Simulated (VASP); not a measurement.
**CeO2: single point with PBE**

The system is CeO2.

```
CELL_PARAMETERS angstrom
1.91866 1.10774 3.13437
-1.91866 1.10774 3.13437
0.00000 -2.21548 3.13437
ATOMIC_POSITIONS crystal
Ce 0.00000 0.00000 0.00000
O 0.24999 0.24999 0.24999
O 0.75001 0.75001 0.75001
```

```json
{
 "Program": "VASP 6.6.1",
 "Task": "single point",
 "Functional": "PBE",
 "Potentials or basis": "VASP PAW PBE potentials, release 64 (Ce, O)",
 "Cutoff": "520 eV",
 "k mesh": "10 × 10 × 10",
 "Occupations": "gaussian, width 0.05 eV",
 "Spin": "no spin polarisation",
 "Dipole correction": "no",
 "Further INCAR settings": "ALGO = Normal; EDIFF = 1e-07; NBANDS = 19"
}
```

The pressure is 3.6 GPa and the band gap on the k mesh is 1.94 eV (least direct gap 2.02 eV).

Levels at points of the mesh, in eV from the valence-band top:
```csv
k point,band 9,band 10,band 11,band 12,band 13,band 14,band 15,band 16
"(0.00, 0.00, 0.00)",-3.80,-0.59,-0.59,-0.59,2.26,2.26,2.26,2.51
"(0.50, 0.00, 0.00)",-1.24,-1.18,-0.77,-0.77,1.94,2.12,2.12,2.27
"(0.50, 0.50, 0.00)",-1.17,-0.76,-0.76,-0.59,1.98,2.08,2.08,2.24
"(0.50, 0.50, 0.50)",-1.25,-1.18,-0.77,-0.77,1.94,2.12,2.12,2.27
```

Wall time 110 s on 1 thread of AMD EPYC 9R45 96-Core Processor (Zen 5) (shared host), peak memory 0.22 GiB.

Caveat: the cell stands under pressure; spin-orbit coupling is left out, which moves the levels of the heavy elements. A k mesh can miss the band edges.
